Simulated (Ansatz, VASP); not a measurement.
## Two plane-wave programs on Cd2HgTe3

File INCAR:

```
ALGO = Normal ; EDIFF = 1E-7
ENCUT = 520 ; GGA = PE
ISIF = 2 ; ISMEAR = 0
LASPH = T ; LCHARG = F
LREAL = F ; LWAVE = F
NBANDS = 36 ; NELM = 60
PREC = Accurate ; SIGMA = 0.1
```

File KPOINTS:

```
k-points
0
Gamma
  6 6 2
```

File POSCAR:

```
Cd2HgTe3
1.0
    4.6899816000      0.0000000000      0.0000000000
   -2.3449908000      4.0616432000      0.0000000000
    0.0000000000      0.0000000000     11.4734976000
Cd Hg Te
2 1 3
Direct
    0.0000000000      0.0000000000      0.0005620000
    0.6666667000      0.3333333000      0.3333650000
    0.3333333000      0.6666667000      0.6666610000
    0.0000000000      0.0000000000      0.7506830000
    0.3333333000      0.6666667000      0.4156450000
    0.6666667000      0.3333333000      0.0830850000
```

Input for Ansatz:

```yaml
crystal:
  lattice:
    - [4.6899816, 0.0, 0.0]
    - [-2.3449908, 4.0616432, 0.0]
    - [0.0, 0.0, 11.4734976]
  atoms:
    - { symbol: Cd, position: [0.0, 0.0, 0.000562] }
    - { symbol: Cd, position: [0.6666667, 0.3333333, 0.333365] }
    - { symbol: Hg, position: [0.3333333, 0.6666667, 0.666661] }
    - { symbol: Te, position: [0.0, 0.0, 0.750683] }
    - { symbol: Te, position: [0.3333333, 0.6666667, 0.415645] }
    - { symbol: Te, position: [0.6666667, 0.3333333, 0.083085] }
basis:
  ecutwfc: 420
kpoints:
  mp_grid: { grid: [6, 6, 2] }
hamiltonian:
  xc: pbe
scf:
  occupations: { method: gaussian, width: 0.1 }
  lower_state_search: "off"
output:
  forces: true
  stress: true
  eigenvalues: true
```

Alike in both runs: task single point; functional PBE; k mesh 6 × 6 × 2; occupations gaussian, width 0.1 eV; no spin polarisation.

|  | VASP | Ansatz |
| --- | --- | --- |
| version | VASP 6.6.1 | Ansatz 0.2.0 |
| potentials or method | VASP PAW PBE potentials, release 64 (Cd, Hg, Te), cutoff 520 eV | scalar-relativistic, plane waves, PAW |
| valence electrons in the cell | 54 | 108 |

VASP gave:

```
gap on the k mesh at the Fermi level (eV) : none
pressure (GPa)                            : 0.1
```

What did Ansatz give for the same quantities?

gap on the k mesh at the Fermi level (eV): none; pressure (GPa): 0.0.

A gap of «none» marks a metal or a gap that the smearing closes. VASP's potentials hold 54 valence electrons a cell and Ansatz's 108, so a difference there can come from the potentials and not from the codes.

Neither program's run includes spin-orbit coupling.
